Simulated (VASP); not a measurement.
Crystal: In7O.

```xyz
8
Lattice="0.0000 4.6366 4.6366 4.6366 0.0000 4.6366 4.6366 4.6366 0.0000" Properties=species:S:1:pos:R:3 pbc="T T T"
In    9.0731    6.9549    6.9549
In    4.8368    6.9549    6.9549
In    6.9549    9.0731    6.9549
In    6.9549    4.8368    6.9549
In    6.9549    6.9549    9.0731
In    6.9549    6.9549    4.8368
In    0.0000    0.0000    0.0000
O     4.6366    4.6366    4.6366
```

The cell was built from a structure type or drawn by symmetry, and may not be a known phase.

```yaml
Program: VASP 6.6.1
Task: relaxation of cell and atoms
Functional: PBE
Potentials_or_basis: VASP PAW PBE potentials, release 64 (In_d, O)
Cutoff: 600 eV
k_mesh: 3 × 3 × 3
Occupations: gaussian, width 0.2 eV
Spin: no spin polarisation
```

At the start: pressure 2.6 GPa; volume 24.92 Å³/atom.

Where does the relaxation end?

Over 5 steps the energy falls by 108.5 meV/atom and the volume is 24.99 Å³/atom (+0.3 %); space group F-43m (No. 216, to 0.1 Å) before, Fm-3m (No. 225, to 0.1 Å).

Step by step:
| step | energy change (eV) | largest force (eV/Å) | pressure (GPa) | volume (Å³) |
| --- | --- | --- | --- | --- |
| 1 | 0.0000 | 1.6221 | 2.60 | 199.36 |
| 2 | -0.5763 | 0.6942 | -0.96 | 211.28 |
| 3 | -0.6437 | 0.3784 | -2.20 | 217.88 |
| 4 | -0.8169 | 0.2316 | -1.03 | 207.96 |
| 5 | -0.8677 | 0.0701 | 0.27 | 199.92 |

Final structure:
```xyz
8
Lattice="0.0000 4.6409 4.6409 4.6409 0.0000 4.6409 4.6409 4.6409 0.0000" Properties=species:S:1:pos:R:3 pbc="T T T"
In    9.2704    6.9614    6.9614
In    4.6524    6.9614    6.9614
In    6.9614    9.2704    6.9614
In    6.9614    4.6524    6.9614
In    6.9614    6.9614    9.2704
In    6.9614    6.9614    4.6524
In    0.0000    0.0000    0.0000
O     4.6409    4.6409    4.6409
```

Caveat: the k points lie up to 0.39 Å⁻¹ apart in the final cell, too coarse for converged energies and pressures of a metal; an odd number of electrons without spin polarisation forces a metal; a magnetic or distorted state may lie lower; the relaxation stopped at a loose force limit of 0.08 eV/Å, so its end isn't a converged minimum.
